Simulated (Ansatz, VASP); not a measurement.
## Two plane-wave programs on Au

INCAR

```
PREC = Accurate
ENCUT = 500
EDIFF = 1E-6
ISMEAR = -1
SIGMA = 0.1
LREAL = False
LASPH = True
NELM = 120
ALGO = Normal
ISIF = 2
LWAVE = False
LCHARG = True
GGA = PE
LELF = True
LVHAR = True
NBANDS = 18
GGA_COMPAT = False
```

Contents of KPOINTS:

```
regular mesh
0
Gamma
  8 8 5
```

POSCAR

```
Au
1.0
    2.9000000000      0.0000000000      0.0000000000
   -1.4500000000      2.5114700000      0.0000000000
    0.0000000000      0.0000000000      4.8800000000
Au
2
Direct
    0.3333333333      0.6666666667      0.7500000000
    0.6666666667      0.3333333333      0.2500000000
```

Input for Ansatz:

```yaml
crystal:
  lattice:
    - [2.9, 0.0, 0.0]
    - [-1.45, 2.51147, 0.0]
    - [0.0, 0.0, 4.88]
  atoms:
    - { symbol: Au, position: [0.3333333333333333, 0.6666666666666666, 0.75] }
    - { symbol: Au, position: [0.6666666666666666, 0.3333333333333333, 0.25] }
basis:
  ecutwfc: 450.0
kpoints:
  mp_grid:
    grid: [8, 8, 5]
    shift: [0.0, 0.0, 0.0]
hamiltonian:
  xc: pbe
scf:
  occupations:
    method: fermi_dirac
    width: 0.1
output:
  forces: true
  stress: true
```

Alike in both runs: task single point; functional PBE; k mesh 8 × 8 × 5; occupations fermi-dirac, width 0.1 eV; no spin polarisation.

|  | VASP | Ansatz |
| --- | --- | --- |
| version | VASP 6.6.1 | Ansatz 0.2.0 |
| potentials or method | VASP PAW PBE potentials, release 64 (Au), cutoff 500 eV | plane waves, PAW |
| valence electrons in the cell | 22 | 38 |

|  | VASP | Ansatz | Ansatz less VASP |
| --- | --- | --- | --- |
| pressure (GPa) | 2.1 | 2.3 | +0.21 |
| traceless stress, the component that is largest in VASP (GPa) | -0.55 | -0.52 | +0.026 |

VASP's potentials hold 22 valence electrons a cell and Ansatz's 38, so a difference there can come from the potentials and not from the codes.

Neither program's run includes spin-orbit coupling.
